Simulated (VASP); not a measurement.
## Ti: single point with PBEsol

Ti:

```xyz
3
Lattice="4.4878 0.0000 0.0000 -2.2439 3.8865 0.0000 0.0000 0.0000 2.9326" Properties=species:S:1:pos:R:3 pbc="T T T"
Ti    0.0000    0.0000    0.0000
Ti    0.0000    2.5910    1.4663
Ti    2.2439    1.2955    1.4663
```

| Item | Value |
| --- | --- |
| Program | VASP 6.6.1 |
| Task | single point |
| Functional | PBEsol |
| Potentials or basis | VASP PAW PBE potentials, release 64 (Ti_sv) |
| Cutoff | 520 eV |
| k mesh | 12 × 12 × 14 |
| Occupations | gaussian, width 0.15 eV |
| Spin | no spin polarisation |

| Quantity | Value |
| --- | --- |
| Pressure | -4.3 GPa |
| Band gap on the k mesh | zero (band 18 reaches 8.63 eV, above the bottom of band 19 at 8.18 eV) |

Stress tensor (GPa, compression positive):
```
 -1.20   0.00   0.00
  0.00  -1.20   0.00
  0.00   0.00 -10.40
```

Levels at points of the mesh, in eV from the Fermi level:
| k point | band 15 | band 16 | band 17 | band 18 | band 19 | band 20 | band 21 | band 22 |
| --- | --- | --- | --- | --- | --- | --- | --- | --- |
| (0.00, 0.00, 0.00) | -0.66 | -0.66 | -0.55 | -0.55 | 0.25 | 0.95 | 1.32 | 1.32 |
| (0.50, 0.00, 0.00) | -2.64 | -0.44 | -0.29 | -0.28 | 0.15 | 0.59 | 0.76 | 1.38 |
| (0.00, 0.00, 0.50) | -2.11 | -2.02 | -1.66 | -1.66 | 1.17 | 1.17 | 1.23 | 1.23 |
| (0.50, 0.00, 0.50) | -1.65 | -1.19 | -0.89 | -0.75 | 0.37 | 0.70 | 0.79 | 0.99 |

Run time: 6.4 min on 1 thread of Intel(R) Xeon(R) Platinum 8488C (Sapphire Rapids) (shared host), peak memory 0.27 GiB.

Caveat: the PAW data sets were made with another functional, which shifts forces and pressure a little.
